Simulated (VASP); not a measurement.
Write the native input for VASP 6.6.1 that does the following.

| Quantity | Value |
| --- | --- |
| Task | single point |
| Functional | r2SCAN |
| Potentials or basis | VASP PAW PBE potentials, release 64 (Zn, As, C) |
| Cutoff | 660 eV |
| k mesh | 6 × 6 × 2 |
| Occupations | fermi-dirac, width 0.02 eV |
| Spin | no spin polarisation |
| Dipole correction | no |
| Further INCAR settings | ALGO = Normal; EDIFF = 1e-06; NBANDS = 36 |

Crystal: ZnAs2C.

```
Zn As C
1.0
     3.62691    0.00000    0.00000
     0.00000    3.62691    0.00000
     0.00000    0.00000   10.93885
Zn As C
2 4 2
Cartesian
  1.8135 0.0000 9.3417
  0.0000 1.8135 1.5972
  1.8135 1.8135 0.0000
  0.0000 0.0000 3.2797
  1.8135 1.8135 5.4694
  0.0000 0.0000 7.6591
  1.8135 0.0000 4.4146
  0.0000 1.8135 6.5242
```

The input as run:

POSCAR

```
ZnAs2C
1.0
    3.6269125159      0.0000000000      0.0000000000
    0.0000000000      3.6269125159      0.0000000000
    0.0000000000      0.0000000000     10.9388549798
Zn As C
2 4 2
Direct
    0.5000000000      0.0000000000      0.8539916861
    0.0000000000      0.5000000000      0.1460083139
    0.5000000000      0.5000000000      0.0000000000
    0.0000000000      0.0000000000      0.2998228997
    0.5000000000      0.5000000000      0.5000000000
    0.0000000000      0.0000000000      0.7001771003
    0.5000000000      0.0000000000      0.4035748780
    0.0000000000      0.5000000000      0.5964251220
```

INCAR.step1

```
PREC     = Accurate       # precision mode
ENCUT    = 660            # plane-wave cutoff, eV
ISMEAR   = -1             # smearing method
SIGMA    = 0.02           # smearing width, eV
LREAL    = False          # projectors in reciprocal space
LASPH    = True           # aspherical terms in the spheres
NELM     = 120            # most SCF steps
NBANDS   = 36             # bands
GGA      = PE             # functional
ALGO     = Normal         # electronic algorithm
EDIFF    = 1E-5           # SCF threshold, eV
LWAVE    = True           # write WAVECAR
LCHARG   = False          # write CHGCAR
GGA_COMPAT= False
```

INCAR.step2

```
PREC     = Accurate       # precision mode
ENCUT    = 660            # plane-wave cutoff, eV
EDIFF    = 1E-6           # SCF threshold, eV
ISMEAR   = -1             # smearing method
SIGMA    = 0.02           # smearing width, eV
LREAL    = False          # projectors in reciprocal space
LASPH    = True           # aspherical terms in the spheres
NELM     = 120            # most SCF steps
ALGO     = Normal         # electronic algorithm
ISIF     = 2              # what is computed and relaxed
LWAVE    = False          # write WAVECAR
LCHARG   = True           # write CHGCAR
METAGGA  = R2SCAN         # meta-GGA
LMIXTAU  = True         
LELF     = True           # ELF
LVHAR    = True         
NBANDS   = 36             # bands
ISTART   = 1            
GGA_COMPAT= False
```

KPOINTS

```
regular mesh
0
Gamma
  6 6 2
```

Potentials or basis: VASP PAW PBE potentials, release 64 (Zn, As, C).

Run with:

```bash
$ cat potpaw_PBE.64/Zn/POTCAR potpaw_PBE.64/As/POTCAR potpaw_PBE.64/C/POTCAR > POTCAR
$ cp INCAR.step1 INCAR
$ mpirun -np 1 vasp_std > vasp.out
$ cp INCAR.step2 INCAR
$ mpirun -np 1 vasp_std > vasp.out
```

It gave:

| Quantity | Value |
| --- | --- |
| Pressure | -4.7 GPa |
| Largest force | 0.160 eV/Å |
| Band gap on the k mesh | zero (bands 26 and 27 overlap by 0.32 eV) |

Caveat: the cell stands under tension; semilocal functionals underestimate gaps, and a narrow one can read as zero; the PAW data sets were made with another functional, which shifts forces and pressure a little.

Run time: 4.2 min on 1 thread of Intel(R) Xeon(R) 6975P-C (Granite Rapids) (shared host), peak memory 0.39 GiB.
